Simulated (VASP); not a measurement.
Bi: single point with LDA

Bi:

```
Bi
1.0
     0.00000    2.17880    2.17880
     2.17880    0.00000    2.17880
     2.17880    2.17880    0.00000
Bi
1
Cartesian
  0.0000 0.0000 0.0000
```

This cell differs from its parent crystal: volume scaled by 0.7.

| Item | Value |
| --- | --- |
| Program | VASP 6.6.1 |
| Task | single point |
| Functional | LDA |
| Potentials or basis | VASP PAW LDA potentials, release 64 (Bi_d) |
| Cutoff | 500 eV |
| k mesh | 14 × 14 × 14 |
| Occupations | fermi-dirac, width 0.1 eV |
| Spin | no spin polarisation |

The pressure is 51.3 GPa.

Levels at points of the mesh, in eV from the Fermi level:
```tsv
k point	band 4	band 5	band 6	band 7	band 8	band 9	band 10	band 11
(0.00, 0.00, 0.00)	-23.46	-23.46	-17.42	7.89	7.89	7.89	8.31	13.46
(0.50, 0.00, 0.00)	-23.21	-23.21	-11.78	-8.31	5.21	5.21	7.91	10.88
(0.50, 0.50, 0.00)	-23.15	-23.15	-9.51	-7.05	0.14	0.14	4.76	5.93
```

It took 7.5 s on 1 thread of Intel(R) Xeon(R) 6975P-C (Granite Rapids) (shared host), peak memory 0.14 GiB.

Caveat: spin-orbit coupling is left out, which moves the levels of the heavy elements.
